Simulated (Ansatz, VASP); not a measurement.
Two plane-wave programs on Rb

The input INCAR:

```
SYSTEM = Rb
  PREC = Accurate
  ENCUT = 520
  EDIFF = 1E-6
  ISMEAR = -1
  SIGMA = 0.05
  LREAL = .False.
  LASPH = .True.
  NELM = 100
  ALGO = Normal
  ISIF = 2
  LWAVE = .False.
  LCHARG = .False.
  GGA = PS
  NBANDS = 16
```

The input KPOINTS:

```
Automatic mesh
0
Gamma
  7 7 4
  0 0 0
```

POSCAR

```
Rb
1.0
   -2.7924969190      2.7924969190      2.7924969190
    2.7924969190     -2.7924969190      2.7924969190
    5.5849938380      5.5849938380      0.0000000000
Rb
2
Direct
    0.0000000000      0.0000000000      0.0000000000
    0.5000000000      0.5000000000      0.5000000000
```

Input for Ansatz:

```yaml
crystal:
  lattice:
    - [-2.792496919, 2.792496919, 2.792496919]
    - [2.792496919, -2.792496919, 2.792496919]
    - [5.584993838, 5.584993838, 0.0]
  atoms:
    - { symbol: Rb, position: [0.0, 0.0, 0.0] }
    - { symbol: Rb, position: [0.5, 0.5, 0.5] }
kpoints:
  mp_grid: { grid: [7, 7, 4] }
scf:
  occupations: { method: fermi_dirac, width: 0.05 }
hamiltonian:
  xc: pbesol
  pseudopotentials: { kind: paw }
output:
  forces: true
  stress: true
  eigenvalues: true
  write_density: true
  write_potential: true
  elf: true
  volumetric_format: npy
```

Alike in both runs: task single point; functional PBEsol; k mesh 7 × 7 × 4; occupations fermi-dirac, width 0.05 eV; no spin polarisation.

|  | VASP | Ansatz |
| --- | --- | --- |
| version | VASP 6.6.1 | Ansatz 0.2.0 |
| potentials or method | VASP PAW PBE potentials, release 64 (Rb_sv) | PAW with Ansatz's default frozen-core files, scalar-relativistic |
| plane-wave cutoff (eV) | 520 | 420 |
| valence electrons in the cell | 18 | 18 |

```csv
,VASP,Ansatz,Ansatz less VASP
pressure (GPa),0.0,0.0,0.00
```

VASP's potentials were made for PBE, not for PBEsol. With one functional, cell and mesh, what is left measures potentials, basis and numerics.
